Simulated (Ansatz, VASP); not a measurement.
**V in VASP and in Ansatz**

```
V
1.0
    -1.48251    1.48251    1.48251
     1.48251   -1.48251    1.48251
     1.48251    1.48251   -1.48251
V
1
Direct
  0.00000 0.00000 0.00000
```

Alike in both runs: functional PBEsol; k mesh 10 × 10 × 10; occupations gaussian, width 0.1 eV; no spin polarisation.

Ansatz relaxed the structure, and its values are those at the end. VASP's run is a single point on that final structure, the one shown.

|  | VASP | Ansatz |
| --- | --- | --- |
| version | VASP 6.6.1 | Ansatz 0.2.0 |
| potentials or method | VASP PAW PBE potentials, release 64 (V_sv), cutoff 520 eV | scalar-relativistic, plane waves, PAW |
| valence electrons in the cell | 13 | 13 |

```tsv
	VASP	Ansatz	Ansatz less VASP
gap on the k mesh at the Fermi level (eV)	none	none	-
pressure (GPa)	0.2	0.0	-0.25
```

VASP's potentials were made for PBE, not for PBEsol. A gap of «none» marks a metal or a gap that the smearing closes.
